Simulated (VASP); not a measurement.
# Pb (Fm-3m) in VASP: a series of runs

The runs below take Pb through single point, relaxation of cell and atoms, with PBE.

Everything below comes from runs of VASP 6.6.1. Logs are shortened: lines on timing, memory, paths and dates and some standing lists are left out, and cuts for length are marked.

### Step 1. The cell of the first run

Symmetry: Fm-3m, No. 225, cubic system. The conventional cell has a = 5.076 Å, b = 5.076 Å, c = 5.076 Å, α = 90.00°, β = 90.00°, γ = 90.00°. Within 4.7 Å of Pb (site symmetry m-3m) lie 12 Pb at 3.59 Å.

### Step 2. Single point, PBE

Input file INCAR:

```
SYSTEM = Pb
  PREC = Accurate
  ENCUT = 520
  EDIFF = 1E-7
  ISMEAR = -1
  SIGMA = 0.05
  LREAL = .FALSE.
  LASPH = .TRUE.
  NELM = 100
  ALGO = Normal
  ISIF = 2
  LWAVE = .FALSE.
  LCHARG = .TRUE.
  GGA = PE
  LELF = .TRUE.
  LVHAR = .TRUE.
  NBANDS = 13
```

Input file KPOINTS:

```
Automatic mesh
0
G
  6 6 6
  0 0 0
```

Input file POSCAR:

```
Pb
1.0
    3.5891814917      0.0000000000      0.0000000000
    1.7945907458      3.1083223506      0.0000000000
    1.7945907458      1.0361074502      2.9305544163
Pb
1
Direct
    0.0000000000      0.0000000000      0.0000000000
```

Potentials or basis: VASP PAW PBE potentials, release 64 (Pb_d).

The run is started by

```
cat potpaw_PBE.64/Pb_d/POTCAR > POTCAR
mpirun -np 1 vasp_std > vasp.out
```

OUTCAR:

```text
SYSTEM = Pb
   PREC = Accurate
   ENCUT = 520
   EDIFF = 1E-7
   ISMEAR = -1
   LREAL = .FALSE.
   LASPH = .TRUE.
   NELM = 100
   ISIF = 2
   GGA = PE

 ion  position               nearest neighbor table
   1  0.000  0.000  0.000-

  LATTYP: Found a face centered cubic cell.
 ALAT       =     5.0758691433

  Lattice vectors:

 A1 = (   3.5891814917,   0.0000000000,   0.0000000000)
 A2 = (   1.7945907458,   3.1083223506,   0.0000000000)
 A3 = (   1.7945907458,   1.0361074502,   2.9305544163)

Analysis of symmetry for initial positions (statically):
=====================================================================
 Subroutine PRICEL returns:
 Original cell was already a primitive cell.

 Routine SETGRP: Setting up the symmetry group for a
 face centered cubic supercell.

 Subroutine GETGRP returns: Found 48 space group operations
 (whereof 48 operations were pure point group operations)
 out of a pool of 48 trial point group operations.

The static configuration has the point symmetry O_h .

Analysis of symmetry for dynamics (positions and initial velocities):
=====================================================================
 Subroutine PRICEL returns:
 Original cell was already a primitive cell.

 Routine SETGRP: Setting up the symmetry group for a
 face centered cubic supercell.

 Subroutine GETGRP returns: Found 48 space group operations
 (whereof 48 operations were pure point group operations)
 out of a pool of 48 trial point group operations.

The dynamic configuration has the point symmetry O_h .

 Subroutine INISYM returns: Found 48 space group operations
 (whereof 48 operations are pure point group operations),
 and found     1 'primitive' translations

----------------------------------------------------------------------------------------

                                     Primitive cell

  volume of cell :      32.6942

  direct lattice vectors                    reciprocal lattice vectors
     3.589181492  0.000000000  0.000000000     0.278615055 -0.160858477 -0.113744120
     1.794590746  3.108322351  0.000000000     0.000000000  0.321716954 -0.113744120
     1.794590746  1.036107450  2.930554416     0.000000000  0.000000000  0.341232360

  length of vectors
     3.589181492  3.589181492  3.589181492     0.341232360  0.341232360  0.341232360

  position of ions in fractional coordinates (direct lattice)
     0.000000000  0.000000000  0.000000000

  ion indices of the primitive-cell ions
   primitive index   ion index
                 1           1

----------------------------------------------------------------------------------------

 KPOINTS: Automatic mesh

Automatic generation of k-mesh.
 Grid dimensions read from file:
 generate k-points for:    6    6    6

 Generating k-lattice:

  Cartesian coordinates                     Fractional coordinates (reciprocal lattice)
     0.046435843 -0.026809746 -0.018957353     0.166666667 -0.000000000 -0.000000000
     0.000000000  0.053619492 -0.018957353     0.000000000  0.166666667  0.000000000
     0.000000000  0.000000000  0.056872060     0.000000000  0.000000000  0.166666667

  Length of vectors
     0.056872060  0.056872060  0.056872060

  Shift w.r.t. Gamma in fractional coordinates (k-lattice)
     0.000000000  0.000000000  0.000000000

 Subroutine IBZKPT returns following result:
 ===========================================

 Found     16 irreducible k-points:

 Following reciprocal coordinates:
            Coordinates               Weight
  0.000000  0.000000  0.000000      1.000000
  0.166667  0.000000 -0.000000      8.000000
  0.333333  0.000000  0.000000      8.000000
  0.500000  0.000000  0.000000      4.000000
  0.166667  0.166667 -0.000000      6.000000
  0.333333  0.166667  0.000000     24.000000
[... 8 lines left out ...]
 -0.333333  0.333333  0.166667     24.000000
 -0.333333  0.500000  0.166667     12.000000
   k-points           NKPTS =     16   k-points in BZ     NKDIM =     16   number of bands    NBANDS=     13
   number of dos      NEDOS =    301   number of ions     NIONS =      1
   total plane-waves  NPLWV =  21952
   dimension x,y,z NGX =    28 NGY =   28 NGZ =   28
   dimension x,y,z NGXF=    56 NGYF=   56 NGZF=   56
   ions per type =               1
   NGX,Y,Z   is equivalent  to a cutoff of  12.97, 12.97, 12.97 a.u.
   NGXF,Y,Z  is equivalent  to a cutoff of  25.94, 25.94, 25.94 a.u.
 SYSTEM =  Pb
   PREC   = accura    normal or accurate (medium, high low for compatibility)
   ISTART =      0    job   : 0-new  1-cont  2-samecut
   ICHARG =      2    charge: 1-file 2-atom 10-const
   ISPIN  =      1    spin polarized calculation?
   LNONCOLLINEAR =      F non collinear calculations
   LSORBIT =      F    spin-orbit coupling
   LASPH  =      T    aspherical Exc in radial PAW
   ENCUT  =  520.0 eV  38.22 Ry    6.18 a.u.   6.67  6.67  6.67*2*pi/ulx,y,z
   NELM   =    100;   NELMIN=  2; NELMDL= -5     # of ELM steps
   EDIFF  = 0.1E-06   stopping-criterion for ELM
   LREAL  =      F    real-space projection
   EDIFFG = 0.1E-05   stopping-criterion for IOM
   NSW    =      0    number of steps for IOM
   IBRION =     -1    ionic relax: 0-MD 1-quasi-New 2-CG
   NFREE  =      0    steps in history (QN), initial steepest desc. (CG)
   ISIF   =      2    stress and relaxation
   ISYM   =      2    0-nonsym 1-usesym 2-fastsym
   POTIM  = 0.5000    time-step for ionic-motion
   TEBEG  =    0.0;   TEEND  =   0.0 temperature during run
   PSTRESS=    0.0 pullay stress
   NELECT =      14.0000    total number of electrons
   NUPDOWN=      -1.0000    fix difference up-down
   EMIN   =  10.00;   EMAX   =-10.00  energy-range for DOS
   EFERMI =   0.00;   METHOD = LEGACY
   ISMEAR =    -1;   SIGMA  =   0.05  broadening in eV -4-tet -1-fermi 0-gaus
   EFERMI_NEDOS =   21; number of points for ismear=-14 and -15
   IALGO  =     38    algorithm
   IMIX   =      4    mixing-type and parameters
     AMIX     =   0.40;   BMIX     =  1.00
     AMIX_MAG =   1.60;   BMIX_MAG =  1.00
  volume/ion in A,a.u.               =      32.69       220.63
  Fermi-wavevector in a.u.,A,eV,Ry     =   1.233939  2.331807 20.716311  1.522606
  Thomas-Fermi vector in A             =   2.368649
   LORBIT       =      0    0 simple, 1 ext, 2 COOP (PROOUT), +10 PAW based schemes
   GGA     = PE    functional components
   LHFCALC =     F    Hartree Fock is set to
   AEXX    =    0.0000 exact exchange contribution
   IVDW    =     0    specifies the selected vdW correction
   LEPSILON=     F    determine dielectric tensor
   LRPA    =     F    only Hartree local field effects (RPA)
 non-spin polarized calculation
  energy-cutoff  :      520.00
  volume of cell :       32.69
 maximum number of plane-waves:       899
   NGX = 13   NGY = 13   NGZ = 13

 number of electron      14.0000002 magnetization

 Free energy of the ion-electron system (eV)
  ---------------------------------------------------
  ext. energy  EPLUGINS =         0.00000000
  ---------------------------------------------------
  free energy    TOTEN  =        -3.47768941 eV

  energy without entropy =       -3.46279197  energy(sigma->0) =       -3.47024069

 E-fermi :   6.5540     XC(G=0):  -9.8202

 val. band max:        6.4777888655   @ k =  -0.3333   0.3333   0.1667
 cond. band min:       6.5801367365   @ k =   0.3333   0.1667   0.0000
 fundamental gap:      0.1023478709
 Fermi energy:         6.5540301389

 k-point     1 :       0.0000    0.0000    0.0000
  band No.  band energies     occupation
      1     -10.5330      2.00000
      2     -10.5330      2.00000
      3     -10.5330      2.00000
      4     -10.4249      2.00000
      5     -10.4249      2.00000
      6      -4.7883      2.00000
      7      13.3134      0.00000
      8      13.3134      0.00000
      9      13.3134      0.00000
     10      16.1778      0.00000
     11      16.8806      0.00000
     12      18.4218      0.00000
     13      18.4218      0.00000

 k-point     2 :       0.1667    0.0000   -0.0000
  band No.  band energies     occupation
      1     -10.5333      2.00000
      2     -10.5096      2.00000
      3     -10.5096      2.00000
      4     -10.4198      2.00000
      5     -10.4198      2.00000
      6      -4.2963      2.00000
      7       9.4839      0.00000
      8      12.7961      0.00000
      9      12.7961      0.00000
     10      15.3823      0.00000
     11      18.7381      0.00000
     12      18.9056      0.00000
     13      19.0524      0.00000

 k-point     3 :       0.3333    0.0000    0.0000
  band No.  band energies     occupation
      1     -10.5408      2.00000
      2     -10.5131      2.00000
      3     -10.5131      2.00000
      4     -10.3574      2.00000
      5     -10.3574      2.00000
      6      -2.8908      2.00000
      7       5.0065      2.00000
      8      11.9921      0.00000
      9      11.9921      0.00000
     10      15.0447      0.00000
     11      16.7125      0.00000
     12      17.7462      0.00000
     13      17.7462      0.00000
[... 177 lines left out ...]
 k-point    15 :      -0.3333    0.3333    0.1667
  band No.  band energies     occupation
      1     -10.5348      2.00000
      2     -10.4994      2.00000
      3     -10.4277      2.00000
      4     -10.3998      2.00000
      5     -10.3128      2.00000
      6      -0.7069      2.00000
      7       4.0953      2.00000
      8       6.4778      1.64250
      9       8.4321      0.00000
     10      15.4993      0.00000
     11      17.3206      0.00000
     12      20.1110      0.00000
     13      20.1627      0.00000

 k-point    16 :      -0.3333    0.5000    0.1667
  band No.  band energies     occupation
      1     -10.5728      2.00000
      2     -10.5423      2.00000
      3     -10.3861      2.00000
      4     -10.3662      2.00000
      5     -10.2861      2.00000
      6      -0.2785      2.00000
      7       4.2986      2.00000
      8       6.4611      1.73011
      9       7.0964      0.00004
     10      14.8509      0.00000
     11      15.8199      0.00000
     12      20.8179      0.00000
     13      20.9574      0.00000

------------------------ aborting loop because EDIFF is reached ----------------------------------------

  FORCE on cell =-STRESS in cart. coord.  units (eV):
  Direction    XX          YY          ZZ          XY          YZ          ZX
  --------------------------------------------------------------------------------------
  -------------------------------------------------------------------------------------
  Total       -0.0016723     -0.0016723     -0.0016723      0.0000000     -0.0000000      0.0000000
  in kB       -0.0819493     -0.0819493     -0.0819493      0.0000000     -0.0000000      0.0000000
  external PRESSURE =      -0.0819493 kB  Pullay stress =       0.0000000 kB

 VOLUME and BASIS-vectors are now :
 -----------------------------------------------------------------------------
  energy-cutoff  :      520.00
  volume of cell :       32.69
      direct lattice vectors                 reciprocal lattice vectors
     3.589181492  0.000000000  0.000000000     0.278615055 -0.160858477 -0.113744120
     1.794590746  3.108322351  0.000000000     0.000000000  0.321716954 -0.113744120
     1.794590746  1.036107450  2.930554416     0.000000000  0.000000000  0.341232360

 POSITION                                       TOTAL-FORCE (eV/Angst)
 -----------------------------------------------------------------------------------
      0.00000      0.00000      0.00000         0.000000      0.000000      0.000000
 -----------------------------------------------------------------------------------
    total drift:                               -0.000000     -0.000000     -0.000000

  FREE ENERGIE OF THE ION-ELECTRON SYSTEM (eV)
  ---------------------------------------------------
  free  energy   TOTEN  =        -3.4776894132 eV

  energy  without entropy=       -3.4627919730  energy(sigma->0) =       -3.47024069
```

Run time: 15 s. Hardware: 1 thread of Intel Xeon Platinum 8375C at 2.90GHz (Ice Lake), shared host; peak memory 0.15 GiB.

Results:

```yaml
Free_energy: -3.4777 eV
Pressure: 0.0 GPa
Band_gap_on_the_k_mesh: zero (band 7 reaches 13.31 eV, above the bottom of band 8 at 5.09 eV)
```

Caveat: spin-orbit coupling is left out, which moves the levels of the heavy elements.

### Step 3. Relaxation of cell and atoms, PBE

This run uses another cell than the first one, of 30.32 Å³/atom, 0.927 times its volume.

Input file INCAR:

```
SYSTEM = Pb
  ALGO = Normal
  EDIFF = 1E-6
  EDIFFG = -0.01
  ENCUT = 600
  GGA = PE
  IBRION = 2
  ISIF = 3
  ISMEAR = -1
  LASPH = .True.
  LCHARG = .False.
  LREAL = .False.
  LWAVE = .False.
  NELM = 60
  NSW = 80
  PREC = Accurate
  SIGMA = 0.05
```

Input file KPOINTS:

```
k-points
0
Gamma
  6 6 6
  0 0 0
```

Input file POSCAR:

```
Pb
1.0
    3.5002070000      0.0000000000      0.0000000000
    1.7501035000      3.0312681805      0.0000000000
    1.7501035000      1.0104227268      2.8579070480
Pb
1
Direct
    0.0000000000      0.0000000000      0.0000000000
```

Potentials or basis: VASP PAW PBE potentials, release 64 (Pb_d).

The run is started by

```
cat potpaw_PBE.64/Pb_d/POTCAR > POTCAR
mpirun -np 1 vasp_std > vasp.out
```

OUTCAR:

```text
SYSTEM = Pb
   EDIFF = 1E-6
   EDIFFG = -0.01
   ENCUT = 600
   GGA = PE
   IBRION = 2
   ISIF = 3
   ISMEAR = -1
   LASPH = .True.
   LREAL = .False.
   NELM = 60
   NSW = 80
   PREC = Accurate

 ion  position               nearest neighbor table
   1  0.000  0.000  0.000-

  LATTYP: Found a face centered cubic cell.
 ALAT       =     4.9500402105

  Lattice vectors:

 A1 = (   3.5002070000,   0.0000000000,   0.0000000000)
 A2 = (   1.7501035000,   3.0312681805,   0.0000000000)
 A3 = (   1.7501035000,   1.0104227268,   2.8579070480)

Analysis of symmetry for initial positions (statically):
=====================================================================
 Subroutine PRICEL returns:
 Original cell was already a primitive cell.

 Routine SETGRP: Setting up the symmetry group for a
 face centered cubic supercell.

 Subroutine GETGRP returns: Found 48 space group operations
 (whereof 48 operations were pure point group operations)
 out of a pool of 48 trial point group operations.

The static configuration has the point symmetry O_h .

Analysis of symmetry for dynamics (positions and initial velocities):
=====================================================================
 Subroutine PRICEL returns:
 Original cell was already a primitive cell.

 Routine SETGRP: Setting up the symmetry group for a
 face centered cubic supercell.

 Subroutine GETGRP returns: Found 48 space group operations
 (whereof 48 operations were pure point group operations)
 out of a pool of 48 trial point group operations.

The dynamic configuration has the point symmetry O_h .

 Subroutine INISYM returns: Found 48 space group operations
 (whereof 48 operations are pure point group operations),
 and found     1 'primitive' translations

----------------------------------------------------------------------------------------

                                     Primitive cell

  volume of cell :      30.3226

  direct lattice vectors                    reciprocal lattice vectors
     3.500207000  0.000000000  0.000000000     0.285697389 -0.164947464 -0.116635471
     1.750103500  3.031268181  0.000000000     0.000000000  0.329894929 -0.116635471
     1.750103500  1.010422727  2.857907048     0.000000000  0.000000000  0.349906412

[... 85 lines left out ...]
   EMIN   =  10.00;   EMAX   =-10.00  energy-range for DOS
   EFERMI =   0.00;   METHOD = LEGACY
   ISMEAR =    -1;   SIGMA  =   0.05  broadening in eV -4-tet -1-fermi 0-gaus
   EFERMI_NEDOS =   21; number of points for ismear=-14 and -15
   IALGO  =     38    algorithm
   IMIX   =      4    mixing-type and parameters
     AMIX     =   0.40;   BMIX     =  1.00
     AMIX_MAG =   1.60;   BMIX_MAG =  1.00
  volume/ion in A,a.u.               =      30.32       204.63
  Fermi-wavevector in a.u.,A,eV,Ry     =   1.265306  2.391081 21.782905  1.600998
  Thomas-Fermi vector in A             =   2.398566
   LORBIT       =      0    0 simple, 1 ext, 2 COOP (PROOUT), +10 PAW based schemes
   GGA     = PE    functional components
   LHFCALC =     F    Hartree Fock is set to
   AEXX    =    0.0000 exact exchange contribution
   IVDW    =     0    specifies the selected vdW correction
   LEPSILON=     F    determine dielectric tensor
   LRPA    =     F    only Hartree local field effects (RPA)
 conjugate gradient relaxation of ions
 non-spin polarized calculation
  energy-cutoff  :      600.00
  volume of cell :       30.32
 maximum number of plane-waves:      1020
   NGX = 13   NGY = 13   NGZ = 13

--------------------------------------- Ionic step        1  -------------------------------------------

 number of electron      13.9999999 magnetization

 Free energy of the ion-electron system (eV)
  ---------------------------------------------------
  ext. energy  EPLUGINS =         0.00000000
  ---------------------------------------------------
  free energy    TOTEN  =        -3.45437054 eV

  energy without entropy =       -3.44490509  energy(sigma->0) =       -3.44963781

 E-fermi :   7.4265     XC(G=0): -10.1753

 val. band max:        7.2937682713   @ k =  -0.3333   0.3333   0.1667
 cond. band min:       7.4938391081   @ k =   0.3333   0.1667  -0.0000
 fundamental gap:      0.2000708368
 Fermi energy:         7.4265261174

 k-point     1 :       0.0000    0.0000    0.0000
  band No.  band energies     occupation
      1      -9.7635      2.00000
      2      -9.7635      2.00000
      3      -9.7635      2.00000
      4      -9.6270      2.00000
      5      -9.6270      2.00000
      6      -4.4611      2.00000
      7      14.7100      0.00000
      8      14.7100      0.00000
      9      14.7100      0.00000
     10      17.0518      0.00000
     11      18.6467      0.00000
[... 277 lines left out ...]
--------------------------------------- Ionic step        3  -------------------------------------------

 number of electron      14.0000002 magnetization

 Free energy of the ion-electron system (eV)
  ---------------------------------------------------
  ext. energy  EPLUGINS =         0.00000000
  ---------------------------------------------------
  free energy    TOTEN  =        -3.47724303 eV

  energy without entropy =       -3.46234153  energy(sigma->0) =       -3.46979228

 E-fermi :   6.5537     XC(G=0):  -9.8200

 val. band max:        6.4774594624   @ k =  -0.3333   0.3333   0.1667
 cond. band min:       6.5797355038   @ k =   0.3333   0.1667  -0.0000
 fundamental gap:      0.1022760414
 Fermi energy:         6.5536658594

 k-point     1 :       0.0000    0.0000    0.0000
  band No.  band energies     occupation
      1     -10.5334      2.00000
      2     -10.5334      2.00000
      3     -10.5334      2.00000
      4     -10.4253      2.00000
      5     -10.4253      2.00000
      6      -4.7885      2.00000
      7      13.3128      0.00000
      8      13.3128      0.00000
      9      13.3128      0.00000
     10      16.1776      0.00000
     11      16.8799      0.00000
[... 236 lines left out ...]
  FREE ENERGIE OF THE ION-ELECTRON SYSTEM (eV)
  ---------------------------------------------------
  free  energy   TOTEN  =        -3.4772430261 eV

  energy  without entropy=       -3.4623415315  energy(sigma->0) =       -3.46979228

 reached required accuracy - stopping structural energy minimisation
```

It took 22 s on 1 thread of Intel Xeon Platinum 8375C at 2.90GHz (Ice Lake), shared host; peak memory 0.16 GiB.

Results:

```yaml
Free_energy: -3.4772 eV
Relaxed_volume: 32.70 Å³/atom
Relaxed_cell: a = 3.589 Å, b = 3.589 Å, c = 3.589 Å, α = 60.00°, β = 60.00°, γ = 60.00°
Space_group_after_relaxing_to_0.05_Å: Fm-3m (No. 225)
Energy_gained_by_relaxing: 22.9 meV/atom
Ionic_steps: 3
Pressure_after_relaxing: 0.0 GPa
Band_gap_on_the_k_mesh: zero (band 7 reaches 13.31 eV, above the bottom of band 8 at 5.09 eV)
```

Step by step:
```
step  energy change (eV)  largest force (eV/Å)  pressure (GPa)  volume (Å³)
   1              0.0000                0.0000            3.33        30.32
   2             -0.0222                0.0000           -0.50        33.18
   3             -0.0229                0.0000            0.03        32.70
```

Final structure:
```yaml
crystal:
  lattice:
    - [3.58921, 0.00000, 0.00000]
    - [1.79461, 3.10835, 0.00000]
    - [1.79461, 1.03612, 2.93058]
  atoms:
    - { symbol: Pb, position: [0.00000, 0.00000, 0.00000] }
```

Caveat: the k points lie up to 0.36 Å⁻¹ apart in the final cell; spin-orbit coupling is left out, which moves the levels of the heavy elements. Zero-point motion and thermal expansion aren't in these numbers.
